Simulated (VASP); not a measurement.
The system is W.

```xyz
1
Lattice="-1.5959 1.5959 1.5959 1.5959 -1.5959 1.5959 1.5959 1.5959 -1.5959" Properties=species:S:1:pos:R:3 pbc="T T T"
W     0.0000    0.0000    0.0000
```

Base run:

* Program: VASP 6.6.1
* Functional: r2SCAN
* Potentials or basis: VASP PAW PBE potentials, release 64 (W_sv)
* Cutoff: 550 eV
* k mesh: 8 × 8 × 8
* Occupations: fermi-dirac, width 0.1 eV
* Spin: no spin polarisation
* Hubbard terms: W d U = 5.0 eV

Its results: band gap on the k mesh zero (band 7 reaches 16.43 eV, above the bottom of band 8 at 10.02 eV); pressure 9.4 GPa.

**Question.** The run is repeated on the same cell with these changes: hubbard terms from W d U = 5.0 eV to W d U = 2.0 eV. What comes out?

**Answer.** Band gap on the k mesh zero (band 7 reaches 16.23 eV, above the bottom of band 8 at 9.83 eV); pressure 0.1 GPa.

Caveats: the PAW data sets were made with another functional, which shifts forces and pressure a little; spin-orbit coupling is left out, which moves the levels of the heavy elements; U without spin polarisation on a metal has little footing; the U is typed as a test and isn't derived for this compound.
